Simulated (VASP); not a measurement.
# GaSb2Te2 (P6/mmm) in VASP: a series of runs, part 3 of 3

VASP 6.6.1. The steps go on from the part before.

## (5) Relaxation of cell and atoms, PBE

This run uses another cell than the first one, of 35.11 Å³/atom, 1.055 times its volume.

INCAR

```
PREC     = Accurate       # precision mode
ENCUT    = 600            # plane-wave cutoff, eV
EDIFF    = 1E-7           # SCF threshold, eV
ISMEAR   = 0              # smearing method
SIGMA    = 0.1            # smearing width, eV
LREAL    = False          # projectors in reciprocal space
LASPH    = True           # aspherical terms in the spheres
NELM     = 100            # most SCF steps
ALGO     = Normal         # electronic algorithm
ISIF     = 3              # what is computed and relaxed
LWAVE    = False          # write WAVECAR
LCHARG   = False          # write CHGCAR
GGA      = PE             # functional
IBRION   = 2              # ionic algorithm
NSW      = 90             # ionic steps
EDIFFG   = -0.04          # ionic threshold
```

KPOINTS

```
regular mesh
0
Gamma
  6 6 2
```

POSCAR

```
GaSb2Te2
1.0
    4.6463468000      0.0000000000      0.0000000000
   -2.3231734000      4.0238543600      0.0000000000
    0.0000000000      0.0000000000      9.3894138200
Ga Sb Te
1 2 2
Direct
    0.0000000000      0.0000000000      0.5000000000
    0.3333333300      0.6666666700      0.5000000000
    0.6666666700      0.3333333300      0.5000000000
    0.3333333300      0.6666666700      0.0000000000
    0.6666666700      0.3333333300      0.0000000000
```

Potentials or basis: VASP PAW PBE potentials, release 64 (Ga_d, Sb, Te).

Started as:

```console
cat potpaw_PBE.64/Ga_d/POTCAR potpaw_PBE.64/Sb/POTCAR potpaw_PBE.64/Te/POTCAR > POTCAR
mpirun -np 1 vasp_std > vasp.out
```

OUTCAR:

```text
PREC = Accurate
   ENCUT = 600
   EDIFF = 1E-7
   ISMEAR = 0
   LREAL = False
   LASPH = True
   NELM = 100
   ISIF = 3
   GGA = PE
   IBRION = 2
   NSW = 90
   EDIFFG = -0.04

 ion  position               nearest neighbor table
   1  0.000  0.000  0.500-   2 2.68   3 2.68   2 2.68   3 2.68   3 2.68   2 2.68
   2  0.333  0.667  0.500-   3 2.68   1 2.68   3 2.68   1 2.68   1 2.68   3 2.68
   3  0.667  0.333  0.500-   2 2.68   1 2.68   2 2.68   1 2.68   1 2.68   2 2.68
   4  0.333  0.667  0.000-   5 2.68   5 2.68   5 2.68
   5  0.667  0.333  0.000-   4 2.68   4 2.68   4 2.68

  LATTYP: Found a hexagonal cell.
 ALAT       =     4.6463468000
 C/A-ratio  =     2.0208164014

  Lattice vectors:

 A1 = (   4.6463468000,   0.0000000000,   0.0000000000)
 A2 = (  -2.3231734000,   4.0238543600,   0.0000000000)
 A3 = (   0.0000000000,   0.0000000000,   9.3894138200)

Analysis of symmetry for initial positions (statically):
=====================================================================
 Subroutine PRICEL returns:
 Original cell was already a primitive cell.

 Routine SETGRP: Setting up the symmetry group for a
 hexagonal supercell.

 Subroutine GETGRP returns: Found 24 space group operations
 (whereof 24 operations were pure point group operations)
 out of a pool of 24 trial point group operations.

The static configuration has the point symmetry D_6h.

Analysis of symmetry for dynamics (positions and initial velocities):
=====================================================================
 Subroutine PRICEL returns:
 Original cell was already a primitive cell.

 Routine SETGRP: Setting up the symmetry group for a
 hexagonal supercell.

 Subroutine GETGRP returns: Found 24 space group operations
 (whereof 24 operations were pure point group operations)
 out of a pool of 24 trial point group operations.

The dynamic configuration has the point symmetry D_6h.
[... 104 lines left out ...]
   PSTRESS=    0.0 pullay stress
   NELECT =      35.0000    total number of electrons
   NUPDOWN=      -1.0000    fix difference up-down
   EMIN   =  10.00;   EMAX   =-10.00  energy-range for DOS
   EFERMI =   0.00;   METHOD = LEGACY
   ISMEAR =     0;   SIGMA  =   0.10  broadening in eV -4-tet -1-fermi 0-gaus
   EFERMI_NEDOS =   21; number of points for ismear=-14 and -15
   IALGO  =     38    algorithm
   IMIX   =      4    mixing-type and parameters
     AMIX     =   0.40;   BMIX     =  1.00
     AMIX_MAG =   1.60;   BMIX_MAG =  1.00
  volume/ion in A,a.u.               =      35.11       236.93
  Fermi-wavevector in a.u.,A,eV,Ry     =   0.956386  1.807308 12.444908  0.914675
  Thomas-Fermi vector in A             =   2.085310
   LORBIT       =      0    0 simple, 1 ext, 2 COOP (PROOUT), +10 PAW based schemes
   GGA     = PE    functional components
   LHFCALC =     F    Hartree Fock is set to
   AEXX    =    0.0000 exact exchange contribution
   IVDW    =     0    specifies the selected vdW correction
   LEPSILON=     F    determine dielectric tensor
   LRPA    =     F    only Hartree local field effects (RPA)
 conjugate gradient relaxation of ions
 non-spin polarized calculation
 Gauss-broadening in eV      SIGMA  =   0.10
  energy-cutoff  :      600.00
  volume of cell :      175.55
 maximum number of plane-waves:      5878
 NGX is ok and might be reduce to    40
   NGX = 19   NGY = 19   NGZ = 37

--------------------------------------- Ionic step        1  -------------------------------------------

 number of electron      34.9999997 magnetization

 Free energy of the ion-electron system (eV)
  ---------------------------------------------------
  ext. energy  EPLUGINS =         0.00000000
  ---------------------------------------------------
  free energy    TOTEN  =       -11.93420844 eV

  energy without entropy =      -11.89502106  energy(sigma->0) =      -11.91461475

------------------------ aborting loop because EDIFF is reached ----------------------------------------

  FORCE on cell =-STRESS in cart. coord.  units (eV):
  Direction    XX          YY          ZZ          XY          YZ          ZX
  --------------------------------------------------------------------------------------
  -------------------------------------------------------------------------------------
  Total       28.8524973     28.8524972     -0.4195992      0.0000000      0.0000000      0.0000000
  in kB      263.3307861    263.3307856     -3.8295956      0.0000000      0.0000000      0.0000000
  external PRESSURE =     174.2773253 kB  Pullay stress =       0.0000000 kB
[... 787 lines left out ...]
     20       4.6262      2.00000
     21       6.3951      0.00000

[... ionic steps 4 to 16 ...]

--------------------------------------- Ionic step       17  -------------------------------------------

 number of electron      34.9999992 magnetization

------------------------ aborting loop because EDIFF is reached ----------------------------------------
[... 73 lines left out ...]
--------------------------------------- Ionic step       19  -------------------------------------------

 number of electron      34.9999992 magnetization

 Free energy of the ion-electron system (eV)
  ---------------------------------------------------
  ext. energy  EPLUGINS =         0.00000000
  ---------------------------------------------------
  free energy    TOTEN  =       -16.17821935 eV

  energy without entropy =      -16.15631074  energy(sigma->0) =      -16.16726505

 E-fermi :   5.0694     XC(G=0):  -8.9087

 val. band max:        5.0508505031   @ k =   0.1667   0.0000   0.5000
 cond. band min:       5.1724160593   @ k =   0.3333   0.1667   0.0000
 fundamental gap:      0.1215655562
 Fermi energy:         5.0694403856
[... 366 lines left out ...]
  FREE ENERGIE OF THE ION-ELECTRON SYSTEM (eV)
  ---------------------------------------------------
  free  energy   TOTEN  =       -16.1782193482 eV

  energy  without entropy=      -16.1563107438  energy(sigma->0) =      -16.16726505

 reached required accuracy - stopping structural energy minimisation
```

OSZICAR:

```text
N       E                     dE             d eps       ncg     rms          rms(c)
DAV:   1     0.267002792545E+03    0.26700E+03   -0.14990E+04   588   0.173E+03
DAV:   2     0.199662515045E+02   -0.24704E+03   -0.24176E+03   690   0.354E+02
DAV:   3    -0.106953746713E+02   -0.30662E+02   -0.30035E+02   707   0.112E+02
[... 295 lines left out ...]
DAV:   3    -0.161782372788E+02    0.65187E-04   -0.73740E-05   726   0.603E-02    0.208E-02
DAV:   4    -0.161782201698E+02    0.17109E-04   -0.28054E-05   795   0.275E-02    0.136E-02
DAV:   5    -0.161782195874E+02    0.58239E-06   -0.22537E-06   694   0.981E-03    0.125E-02
DAV:   6    -0.161782194090E+02    0.17846E-06   -0.31550E-07   496   0.453E-03    0.203E-03
DAV:   7    -0.161782193482E+02    0.60746E-07   -0.10855E-07   314   0.385E-03
  19 F= -.16178219E+02 E0= -.16167265E+02  d E =-.167555E-03
```

Run time: 12 min. Hardware: 1 thread of Intel Xeon 6975P-C (Granite Rapids), shared host; peak memory 0.44 GiB.

What came out:

| Quantity | Value |
| --- | --- |
| Free energy | -16.1782 eV |
| Relaxed volume | 33.30 Å³/atom |
| Relaxed cell | a = 5.404 Å, b = 5.404 Å, c = 6.584 Å, α = 90.00°, β = 90.00°, γ = 120.00° |
| Space group after relaxing (to 0.05 Å) | P6/mmm (No. 191) |
| Energy gained by relaxing | 848.8 meV/atom |
| Ionic steps | 19 |
| Pressure after relaxing | 0.1 GPa |

The path:
| step | energy change (eV) | largest force (eV/Å) | pressure (GPa) | volume (Å³) |
| --- | --- | --- | --- | --- |
| 1 | 0.0000 | 0.0000 | 17.43 | 175.55 |
| 2 | -1.5129 | 0.0000 | -4.65 | 285.73 |
| 3 | -3.0929 | 0.0000 | -0.39 | 226.56 |
| 4 | -3.0934 | 0.0000 | -0.23 | 225.48 |
| 5 | -3.1043 | 0.0000 | -0.24 | 223.38 |
| 6 | -3.1420 | 0.0000 | -0.29 | 217.09 |
| 7 | -3.2428 | 0.0000 | -0.35 | 204.47 |
| 8 | -3.6710 | 0.0000 | 0.13 | 179.14 |
| 9 | -0.7240 | 0.0000 | 20.72 | 128.05 |
| 10 | -3.8757 | 0.0000 | 0.54 | 172.79 |
| 11 | -3.9722 | 0.0000 | 4.74 | 150.47 |
| 12 | -4.1482 | 0.0000 | 1.61 | 162.80 |
| 13 | -4.1730 | 0.0000 | 2.41 | 158.35 |
| 14 | -4.1740 | 0.0000 | 2.14 | 159.70 |
| 15 | -4.2275 | 0.0000 | 1.03 | 163.07 |
| 16 | -4.2435 | 0.0000 | -0.04 | 166.93 |
| 17 | -4.2439 | 0.0000 | 0.07 | 166.47 |
| 18 | -4.2438 | 0.0000 | 0.11 | 166.34 |
| 19 | -4.2440 | 0.0000 | 0.07 | 166.51 |

Final structure:
```yaml
crystal:
  lattice:
    - [5.40402, 0.00000, 0.00000]
    - [-2.70201, 4.68002, 0.00000]
    - [0.00000, 0.00000, 6.58382]
  atoms:
    - { symbol: Ga, position: [0.00000, 0.00000, 0.50000] }
    - { symbol: Sb, position: [0.33333, 0.66667, 0.50000] }
    - { symbol: Sb, position: [0.66667, 0.33333, 0.50000] }
    - { symbol: Te, position: [0.33333, 0.66667, 0.00000] }
    - { symbol: Te, position: [0.66667, 0.33333, 0.00000] }
```

Levels at points of the mesh, in eV from the Fermi level:
| k point | band 14 | band 15 | band 16 | band 17 | band 18 | band 19 | band 20 | band 21 |
| --- | --- | --- | --- | --- | --- | --- | --- | --- |
| (0.00, 0.00, 0.00) | -2.33 | -2.33 | -1.99 | -1.72 | -1.72 | 0.33 | 0.33 | 1.31 |
| (0.50, 0.00, 0.00) | -3.30 | -2.50 | 0.28 | 1.03 | 1.03 | 1.47 | 1.86 | 2.57 |
| (0.00, 0.00, 0.50) | -2.84 | -2.47 | -2.24 | -1.53 | -1.53 | -0.11 | -0.11 | 0.31 |
| (0.50, 0.00, 0.50) | -1.82 | -1.09 | -0.93 | -0.31 | 0.58 | 1.00 | 1.41 | 1.76 |

Caveat: spin-orbit coupling is left out, which moves the levels of the heavy elements; this functional lacks dispersion, which binds the layers, so the pressure and a relaxed spacing across them are unreliable.

## (6) Summary

| task | cell | k mesh | cutoff (eV) | gap on the mesh (eV) | pressure (GPa) |
| --- | --- | --- | --- | --- | --- |
| single point | a = 5.400, b = 5.400, c = 6.593 Å, angles 90.0, 90.0, 120.0°, 5 atoms | 6 × 6 × 2 | 520 | none | 0.1 |
| single point | a = 4.646, b = 4.646, c = 9.389 Å, angles 90.0, 90.0, 120.0°, 5 atoms | 6 × 6 × 2 | 520 | none | 17.4 |
| single point | a = 5.585, b = 5.585, c = 6.213 Å, angles 90.0, 90.0, 120.0°, 5 atoms | 6 × 6 × 4 | 520 | none | -0.1 |
| relaxation of cell and atoms | relaxed from a = 4.646, b = 4.646, c = 9.389 Å, angles 90.0, 90.0, 120.0°, 5 atoms | 6 × 6 × 2 | 600 | none | 0.1 |

Alike in all rows: level PBE; potentials or basis VASP PAW PBE potentials, release 64 (Ga_d, Sb, Te); no spin polarisation; smearing gaussian 0.1 eV.

Caveats: some runs use coarse meshes; spin-orbit coupling is left out, which moves the levels of the heavy elements; this functional lacks dispersion, which binds the layers, so the pressure and a relaxed spacing across them are unreliable (some runs).

Absolute energies hang on the potentials; compare differences alone.
